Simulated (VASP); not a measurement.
Input of a VASP 6.6.1 run:

The input INCAR:

```
ALGO     = Normal         # electronic algorithm
EDIFF    = 1E-7           # SCF threshold, eV
ENCUT    = 520            # plane-wave cutoff, eV
GGA      = PE             # functional
ISIF     = 2              # what is computed and relaxed
ISMEAR   = -1             # smearing method
LASPH    = T              # aspherical terms in the spheres
LCHARG   = F              # write CHGCAR
LREAL    = Auto         
LWAVE    = F              # write WAVECAR
NBANDS   = 188            # bands
NELM     = 80             # most SCF steps
PREC     = Accurate       # precision mode
SIGMA    = 0.01           # smearing width, eV
```

The input KPOINTS:

```
k-points
0
Gamma
  1 1 1
```

The input POSCAR:

```
La16CO24
1.0
    7.8811453700     -0.0000000600      0.0000000000
   -3.9405726400      6.8252721300      0.0000000000
    0.0000000000      0.0000000000     12.3757188400
La O C
16 24 1
Direct
    0.3394590669      0.1543040336      0.4007714674
    0.1516017265      0.3447748257      0.1009138149
    0.3290432635      0.1637758903      0.8740640556
    0.1592305049      0.3338691800      0.6266494173
    0.3337788182      0.6625111694      0.3714738561
    0.1563665368      0.8446940869      0.1286560418
    0.3270697808      0.6751568189      0.8737069046
    0.1575631787      0.8256404876      0.6213676231
    0.8389188813      0.1600431499      0.3724548901
    0.6575893406      0.3373220870      0.1287352291
    0.8223475747      0.1635419113      0.8792067063
    0.6714957758      0.3328312772      0.6270087500
    0.8095044051      0.6511632011      0.3745557781
    0.6470151533      0.8153620739      0.1252760361
    0.8299937088      0.6685188463      0.8775611454
    0.6637745494      0.8340693135      0.6233227419
    0.3141447304      0.1780607419      0.2001243752
    0.1722150144      0.3176301207      0.3023074496
    0.0039608324     -0.0082275107     -0.0037881436
    0.3326941452      0.1640971962      0.6680577595
    0.1597739120      0.3371198929      0.8302908407
   -0.0156316924      0.0045296361      0.5043097763
    0.3201605569      0.6845157131      0.1732839141
    0.1568970473      0.8252865090      0.3382431400
   -0.0095131534      0.5183557420      0.0028278761
    0.3291670603      0.6678500041      0.6820004647
    0.1601755549      0.8339701189      0.8126551783
    0.0056463039      0.4781224746      0.5053835725
    0.8212957509      0.1615765684      0.1617049503
    0.6796848671      0.3242420227      0.3270613249
    0.4725366180      0.0123580462     -0.0032836072
    0.8293026283      0.1644980637      0.6879845211
    0.6633604831      0.3338069159      0.8187168059
    0.5141954331     -0.0064450132      0.4966519585
    0.8303094048      0.6671627099      0.1832614355
    0.6626024491      0.8354568039      0.3159328400
    0.5021735456      0.4983348598     -0.0001147408
    0.8291754088      0.6641042237      0.6765345196
    0.6593064767      0.8340986163      0.8261427988
    0.4968159889      0.5106323914      0.5013000926
    0.3591273033      0.3639025630      0.2515606601
```

Potentials or basis: VASP PAW PBE potentials, release 64 (La, O, C).

Launch:

```console
$ cat potpaw_PBE.64/La/POTCAR potpaw_PBE.64/O/POTCAR potpaw_PBE.64/C/POTCAR > POTCAR
$ mpirun -np 1 vasp_gam > vasp.out
```

Question: What does it give for the band gap on the k mesh?

Answer: 1.46 eV.

Question: What does it give for the pressure?

Answer: 1.7 GPa.

Question: What does it give for the largest force?

Answer: 0.175 eV/Å.

Forces in eV/Å, atoms in the order of the input:
```
La   0.000  0.007 -0.010
La  -0.005 -0.006  0.009
La   0.002  0.002 -0.004
La  -0.003  0.007 -0.006
La   0.009 -0.008 -0.002
La  -0.005  0.007  0.010
La   0.000  0.006 -0.017
La   0.001  0.003 -0.003
La   0.002  0.006 -0.015
La  -0.010  0.003  0.019
La   0.003 -0.005 -0.003
La   0.006 -0.007  0.012
La   0.007  0.009 -0.013
La   0.009  0.006  0.019
La   0.000 -0.001 -0.005
La  -0.007 -0.004  0.005
O    0.037 -0.123 -0.078
O   -0.125 -0.022  0.058
O   -0.007  0.002 -0.003
O    0.002  0.001  0.007
O    0.002  0.003  0.013
O    0.005 -0.005  0.003
O   -0.004 -0.003 -0.008
O   -0.015 -0.015  0.019
O    0.004 -0.001 -0.014
O   -0.001  0.002  0.007
O   -0.007  0.009  0.007
O   -0.001 -0.004 -0.003
O   -0.011 -0.011 -0.012
O   -0.004  0.002  0.006
O    0.005  0.000  0.002
O   -0.007  0.002 -0.006
O    0.001 -0.002  0.007
O    0.000  0.007  0.011
O    0.006 -0.002 -0.002
O    0.005 -0.005 -0.002
O    0.007  0.003 -0.014
O   -0.002 -0.002  0.002
O    0.001 -0.003 -0.004
O    0.004 -0.002  0.003
C    0.096  0.147  0.005
```

Caveat: the k points lie up to 0.92 Å⁻¹ apart; spin-orbit coupling is left out, which moves the levels of the heavy elements.
